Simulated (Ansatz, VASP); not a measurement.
Two plane-wave programs on In

The input INCAR:

```
SYSTEM = In
  PREC = Accurate
  ENCUT = 600
  EDIFF = 1E-6
  ISMEAR = -1
  SIGMA = 0.1
  LREAL = .FALSE.
  LASPH = .TRUE.
  NELM = 100
  ALGO = Normal
  ISIF = 3
  LWAVE = .FALSE.
  LCHARG = .FALSE.
  GGA = B5
  ALDAX = 1.0
  AGGAX = 1.0
  AGGAC = 1.0
  ALDAC = 0.0
  IBRION = 2
  NSW = 80
  EDIFFG = -0.01
```

The input KPOINTS:

```
Automatic mesh
0
G
  5 5 5
  0 0 0
```

File POSCAR:

```
In
1.0
    5.9358781157      0.0000000000      0.0000000000
    0.0000000000      5.9358781157      0.0000000000
    0.0000000000      0.0000000000      5.9358781157
In
8
Direct
    0.0000000000      0.0000000000      0.0000000000
    0.5000000000      0.5000000000      0.5000000000
    0.2500000000      0.0000000000      0.5000000000
    0.7500000000      0.0000000000      0.5000000000
    0.5000000000      0.2500000000      0.0000000000
    0.5000000000      0.7500000000      0.0000000000
    0.0000000000      0.5000000000      0.2500000000
    0.0000000000      0.5000000000      0.7500000000
```

Input for Ansatz:

```yaml
crystal:
  lattice:
    - [5.9358781157, 0.0, 0.0]
    - [0.0, 5.9358781157, 0.0]
    - [0.0, 0.0, 5.9358781157]
  atoms:
    - { symbol: In, position: [0.0, 0.0, 0.0] }
    - { symbol: In, position: [0.5, 0.5, 0.5] }
    - { symbol: In, position: [0.25, 0.0, 0.5] }
    - { symbol: In, position: [0.75, 0.0, 0.5] }
    - { symbol: In, position: [0.5, 0.25, 0.0] }
    - { symbol: In, position: [0.5, 0.75, 0.0] }
    - { symbol: In, position: [0.0, 0.5, 0.25] }
    - { symbol: In, position: [0.0, 0.5, 0.75] }
hamiltonian:
  xc: blyp
  pseudopotentials:
    kind: paw
    azcp:
      In: "pseudopotentials/In.paw.azcp"
basis:
  ecutwfc: 420
  fft_grid_basis: typed
kpoints:
  mp_grid: { grid: [5, 5, 5], shift: [0, 0, 0] }
magnetization:
  spin_polarized: false
scf:
  occupations: { method: fermi_dirac, width: 0.1 }
relax:
  max_steps: 60
  f_tol: 0.01
  cell: {}
```

Alike in both runs: task relaxation of cell and atoms; functional BLYP; k mesh 5 × 5 × 5; occupations fermi-dirac, width 0.1 eV; no spin polarisation.

```csv
,VASP,Ansatz
version,VASP 6.6.1,Ansatz 0.2.0
potentials or method,"VASP PAW PBE potentials, release 64 (In_d), cutoff 600 eV","plane waves (420 eV) with PAW, scalar-relativistic"
valence electrons in the cell,104,104
```

```csv
,VASP,Ansatz,Ansatz less VASP
relaxed volume (Å³/atom),31.88,31.90,+0.025
relaxed length of the cell vector where the two differ most in proportion (Å),6.341,6.343,+0.0016
```

VASP's potentials were made for PBE, not for BLYP.

Noted on VASP's run: the volume moved by over 15 % at a fixed basis, so the end points are rough.
